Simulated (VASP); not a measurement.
# SnSe2 in VASP: a series of runs

Runs on SnSe2. Level: PBEsol. Tasks: single point, relaxation of the atoms.

Everything below comes from runs of VASP 6.6.1. Logs are shortened: lines on timing, memory, paths and dates and some standing lists are left out, and cuts for length are marked.

### Step 1. The cell of the first run

The cell holds a slab with vacuum, 6 atoms: a = 3.819 Å, b = 3.819 Å, c = 24.318 Å, α = 90.00°, β = 90.00°, γ = 120.00°.

### Step 2. Single point, PBEsol

File INCAR:

```
SYSTEM = SnSe2
PREC = Accurate
ENCUT = 520
EDIFF = 1E-7
ISMEAR = 0
SIGMA = 0.05
LREAL = .FALSE.
LASPH = .TRUE.
NELM = 80
ALGO = Normal
ISIF = 2
LWAVE = .FALSE.
LCHARG = .FALSE.
LDIPOL = .TRUE.
IDIPOL = 3
DIPOL = 0.5 0.5 0.500
GGA = PS
NBANDS = 35
```

File KPOINTS:

```
regular mesh
0
G
  9 9 1
  0 0 0
```

File POSCAR:

```
SnSe2
1.0
    3.8189235629      0.0000000000      0.0000000000
   -1.9094617815      3.3072848206      0.0000000000
    0.0000000000      0.0000000000     24.3175659239
Se Sn
4 2
Direct
    0.6666666667      0.3333333333      0.3084190261
    0.3333333333      0.6666666667      0.4388594998
    0.6666666667      0.3333333333      0.5611405002
    0.3333333333      0.6666666667      0.6915809739
    0.0000000000      0.0000000000      0.3736392630
    0.0000000000      0.0000000000      0.6263607370
```

Potentials or basis: VASP PAW PBE potentials, release 64 (Se, Sn_d).

Command:

```bash
$ cat potpaw_PBE.64/Se/POTCAR potpaw_PBE.64/Sn_d/POTCAR > POTCAR
$ mpirun -np 1 vasp_std > vasp.out
```

OUTCAR:

```text
SYSTEM = SnSe2
   PREC = Accurate
   ENCUT = 520
   EDIFF = 1E-7
   ISMEAR = 0
   LREAL = .FALSE.
   LASPH = .TRUE.
   NELM = 80
   ISIF = 2
   GGA = PS

 ion  position               nearest neighbor table
   1  0.667  0.333  0.308-   5 2.72   5 2.72   5 2.72
   2  0.333  0.667  0.439-   5 2.72   5 2.72   5 2.72
   3  0.667  0.333  0.561-   6 2.72   6 2.72   6 2.72
   4  0.333  0.667  0.692-   6 2.72   6 2.72   6 2.72
   5  0.000  0.000  0.374-   2 2.72   2 2.72   2 2.72   1 2.72   1 2.72   1 2.72
   6  0.000  0.000  0.626-   3 2.72   3 2.72   3 2.72   4 2.72   4 2.72   4 2.72

  LATTYP: Found a hexagonal cell.
 ALAT       =     3.8189235629
 C/A-ratio  =     6.3676492926

  Lattice vectors:

 A1 = (   3.8189235629,   0.0000000000,   0.0000000000)
 A2 = (  -1.9094617815,   3.3072848206,   0.0000000000)
 A3 = (   0.0000000000,   0.0000000000,  24.3175659239)

Analysis of symmetry for initial positions (statically):
=====================================================================
 Subroutine PRICEL returns:
 Original cell was already a primitive cell.

 Routine SETGRP: Setting up the symmetry group for a
 hexagonal supercell.

 Subroutine GETGRP returns: Found 12 space group operations
 (whereof 12 operations were pure point group operations)
 out of a pool of 24 trial point group operations.

The static configuration has the point symmetry D_3d.

Analysis of symmetry for dynamics (positions and initial velocities):
=====================================================================
 Subroutine PRICEL returns:
 Original cell was already a primitive cell.

 Routine SETGRP: Setting up the symmetry group for a
 hexagonal supercell.

 Subroutine GETGRP returns: Found 12 space group operations
 (whereof 12 operations were pure point group operations)
 out of a pool of 24 trial point group operations.

The dynamic configuration has the point symmetry D_3d.

 Subroutine INISYM returns: Found 12 space group operations
 (whereof 12 operations are pure point group operations),
 and found     1 'primitive' translations

----------------------------------------------------------------------------------------

                                     Primitive cell

  volume of cell :     307.1374
[... 89 lines left out ...]
   NFREE  =      0    steps in history (QN), initial steepest desc. (CG)
   ISIF   =      2    stress and relaxation
   ISYM   =      2    0-nonsym 1-usesym 2-fastsym
   POTIM  = 0.5000    time-step for ionic-motion
   TEBEG  =    0.0;   TEEND  =   0.0 temperature during run
   PSTRESS=    0.0 pullay stress
   NELECT =      52.0000    total number of electrons
   NUPDOWN=      -1.0000    fix difference up-down
   EMIN   =  10.00;   EMAX   =-10.00  energy-range for DOS
   EFERMI =   0.00;   METHOD = LEGACY
   ISMEAR =     0;   SIGMA  =   0.05  broadening in eV -4-tet -1-fermi 0-gaus
   EFERMI_NEDOS =   21; number of points for ismear=-14 and -15
   IALGO  =     38    algorithm
   IMIX   =      4    mixing-type and parameters
     AMIX     =   0.40;   BMIX     =  1.00
     AMIX_MAG =   1.60;   BMIX_MAG =  1.00
  volume/ion in A,a.u.               =      51.19       345.44
  Fermi-wavevector in a.u.,A,eV,Ry     =   0.905660  1.711449 11.159764  0.820220
  Thomas-Fermi vector in A             =   2.029254
   LORBIT       =      0    0 simple, 1 ext, 2 COOP (PROOUT), +10 PAW based schemes
   GGA     = PS    functional components
   LHFCALC =     F    Hartree Fock is set to
   AEXX    =    0.0000 exact exchange contribution
   IVDW    =     0    specifies the selected vdW correction
   LEPSILON=     F    determine dielectric tensor
   LRPA    =     F    only Hartree local field effects (RPA)
 non-spin polarized calculation
 Gauss-broadening in eV      SIGMA  =   0.05
  energy-cutoff  :      520.00
  volume of cell :      307.14
 maximum number of plane-waves:      8319
   NGX = 15   NGY = 15   NGZ = 91

 dipolmoment           0.000000      0.000000     -0.000000 electrons x Angstroem

 number of electron      51.9999995 magnetization

 dipolmoment           0.000000      0.000000      0.000000 electrons x Angstroem

 Free energy of the ion-electron system (eV)
  ---------------------------------------------------
  ext. energy  EPLUGINS =         0.00000000
  ---------------------------------------------------
  free energy    TOTEN  =       -25.91099723 eV

  energy without entropy =      -25.91099723  energy(sigma->0) =      -25.91099723

 E-fermi :  -0.6857     XC(G=0):  -5.2708

 val. band max:       -0.9504054154   @ k =   0.1111   0.0000   0.0000
 cond. band min:      -0.2663839843   @ k =   0.4444   0.0000   0.0000
 fundamental gap:      0.6840214311
 Fermi energy:        -0.6857425163

 k-point     1 :       0.0000    0.0000    0.0000
  band No.  band energies     occupation
      1     -22.0403      2.00000
      2     -22.0403      2.00000
      3     -22.0403      2.00000
      4     -22.0403      2.00000
      5     -22.0022      2.00000
      6     -22.0021      2.00000
[... 445 lines left out ...]
     34       5.8861      0.00000
     35       6.7392      0.00000

------------------------ aborting loop because EDIFF is reached ----------------------------------------

 vacuum level on the upper side and lower side of the slab       (xc-potential included)        -0.174        -0.174

  FORCE on cell =-STRESS in cart. coord.  units (eV):
  Direction    XX          YY          ZZ          XY          YZ          ZX
  --------------------------------------------------------------------------------------
  -------------------------------------------------------------------------------------
  Total       -0.2293357     -0.2293357     -0.0933142      0.0000000     -0.0000000     -0.0000000
  in kB       -1.1963260     -1.1963260     -0.4867721      0.0000000     -0.0000000     -0.0000000
  external PRESSURE =      -0.9598080 kB  Pullay stress =       0.0000000 kB

 VOLUME and BASIS-vectors are now :
 -----------------------------------------------------------------------------
  energy-cutoff  :      520.00
  volume of cell :      307.14
      direct lattice vectors                 reciprocal lattice vectors
     3.818923563  0.000000000  0.000000000     0.261853892  0.151181415  0.000000000
    -1.909461781  3.307284821  0.000000000     0.000000000  0.302362831  0.000000000
     0.000000000  0.000000000 24.317565924     0.000000000  0.000000000  0.041122537

 POSITION                                       TOTAL-FORCE (eV/Angst)
 -----------------------------------------------------------------------------------
      1.90946      1.10243      7.50000        -0.000000      0.000000      0.025209
     -0.00000      2.20486     10.67199        -0.000000      0.000000      0.025389
      1.90946      1.10243     13.64557         0.000000      0.000000     -0.025389
     -0.00000      2.20486     16.81757        -0.000000     -0.000000     -0.025209
      0.00000      0.00000      9.08600         0.000000     -0.000000     -0.039346
      0.00000      0.00000     15.23157         0.000000      0.000000      0.039346
 -----------------------------------------------------------------------------------
    total drift:                               -0.000000      0.000000      0.000000

  FREE ENERGIE OF THE ION-ELECTRON SYSTEM (eV)
  ---------------------------------------------------
  free  energy   TOTEN  =       -25.9109972329 eV

  energy  without entropy=      -25.9109972329  energy(sigma->0) =      -25.91099723

 vacuum level on the upper side and lower side of the slab         4.876         4.876
```

OSZICAR:

```text
N       E                     dE             d eps       ncg     rms          rms(c)
DAV:   1     0.454796347589E+03    0.45480E+03   -0.23013E+04   912   0.140E+03
DAV:   2     0.351960101560E+02   -0.41960E+03   -0.40545E+03   993   0.324E+02
DAV:   3    -0.235969484085E+02   -0.58793E+02   -0.57767E+02  1007   0.140E+02
DAV:   4    -0.263758087187E+02   -0.27789E+01   -0.27610E+01  1037   0.338E+01
[... 12 lines left out ...]
DAV:  17    -0.259109805020E+02   -0.15809E-04   -0.33328E-07   822   0.256E-03    0.111E-03
DAV:  18    -0.259109878341E+02   -0.73320E-05   -0.42112E-07   801   0.166E-03    0.176E-03
DAV:  19    -0.259109931247E+02   -0.52906E-05   -0.13974E-07   731   0.144E-03    0.724E-04
DAV:  20    -0.259109971467E+02   -0.40220E-05   -0.20879E-07   781   0.963E-04    0.454E-04
DAV:  21    -0.259109972329E+02   -0.86219E-07   -0.31011E-09   730   0.266E-04
   1 F= -.25910997E+02 E0= -.25910997E+02  d E =-.141832E-14
```

stdout:

```text
POSCAR found type information on POSCAR SeSn
 POSCAR found :  2 types and       6 ions
 scaLAPACK will be used
 -----------------------------------------------------------------------------
|                                                                             |
|                                                                             |
|     You enforced a specific xc type in the INCAR file but a different       |
|     I HOPE YOU KNOW WHAT YOU ARE DOING!                                     |
|                                                                             |
 -----------------------------------------------------------------------------

 LDA part: xc-table for (Slater+PW92), standard interpolation
 POSCAR, INCAR and KPOINTS ok, starting setup
 FFT: planning ... GRIDC
 FFT: planning ... GRID_SOFT
 FFT: planning ... GRID
 WAVECAR not read
 entering main loop
```

Wall time 6 min (1 thread of Intel Xeon 8259CL, shared host); peak memory 0.44 GiB.

What came out:

```
Free energy            : -25.9110 eV
Largest force          : 0.039 eV/Å
Band gap on the k mesh : 0.68 eV, indirect (least direct gap 0.96 eV)
```

Forces on the atoms (eV/Å):
```
Se   0.000  0.000  0.025
Se   0.000  0.000  0.025
Se   0.000  0.000 -0.025
Se   0.000  0.000 -0.025
Sn   0.000  0.000 -0.039
Sn   0.000  0.000  0.039
```

Levels at points of the mesh, in eV from the valence-band top:
| k point | band 23 | band 24 | band 25 | band 26 | band 27 | band 28 | band 29 | band 30 |
| --- | --- | --- | --- | --- | --- | --- | --- | --- |
| (0.00, 0.00, 0.00) | -0.19 | -0.19 | -0.09 | -0.09 | 1.28 | 2.10 | 2.95 | 3.02 |

Caveat: the PAW data sets were made with another functional, which shifts forces and pressure a little; spin-orbit coupling is left out, which moves the levels of the heavy elements.

### Step 3. Single point, PBEsol

File INCAR:

```
SYSTEM = SnSe2
ALGO = Normal
DIPOL = 0.5 0.5 0.500
EDIFF = 1E-7
ENCUT = 520
GGA = PS
IDIPOL = 3
ISIF = 2
ISMEAR = 0
LASPH = .TRUE.
LCHARG = .TRUE.
LDIPOL = .TRUE.
LELF = .TRUE.
LREAL = .FALSE.
LVACPOTAV = .TRUE.
LVHAR = .TRUE.
LWAVE = .FALSE.
NBANDS = 35
NELM = 100
PREC = Accurate
SIGMA = 0.05
```

File KPOINTS:

```
k-points
0
G
  9 9 1
  0 0 0
```

File POSCAR:

```
SnSe2
1.0
    3.8189235629      0.0000000000      0.0000000000
   -1.9094617815      3.3072848206      0.0000000000
    0.0000000000      0.0000000000     24.3175659239
Se Sn
4 2
Direct
    0.6666666667      0.3333333333      0.3093651175
    0.3333333333      0.6666666667      0.4396355618
    0.6666666667      0.3333333333      0.5603644591
    0.3333333333      0.6666666667      0.6906349168
    0.0000000000      0.0000000000      0.3743894505
    0.0000000000      0.0000000000      0.6256104943
```

Potentials or basis: VASP PAW PBE potentials, release 64 (Se, Sn_d).

Command:

```bash
$ cat potpaw_PBE.64/Se/POTCAR potpaw_PBE.64/Sn_d/POTCAR > POTCAR
$ mpirun -np 1 vasp_std > vasp.out
```

Wall time 5.9 min (1 thread of Intel Xeon 8259CL, shared host); peak memory 0.44 GiB.

Results (log left out):

| Item | Value |
| --- | --- |
| Free energy | -25.9114 eV |
| Largest force | 0.020 eV/Å |
| Band gap on the k mesh | 0.69 eV, indirect (least direct gap 0.97 eV) |

Forces on the atoms (eV/Å):
```
Se   0.000  0.000 -0.017
Se   0.000  0.000  0.020
Se   0.000  0.000 -0.020
Se   0.000  0.000  0.017
Sn   0.000  0.000  0.002
Sn   0.000  0.000 -0.002
```

Levels at points of the mesh, in eV from the valence-band top:
```tsv
k point	band 22	band 23	band 24	band 25	band 26	band 27	band 28	band 29	band 30	band 31
(0.00, 0.00, 0.00)	-0.52	-0.20	-0.20	-0.10	-0.10	1.28	2.11	2.94	3.03	4.44
```

Caveat: the PAW data sets were made with another functional, which shifts forces and pressure a little; spin-orbit coupling is left out, which moves the levels of the heavy elements.

(Part 1 of 2 ends here.)
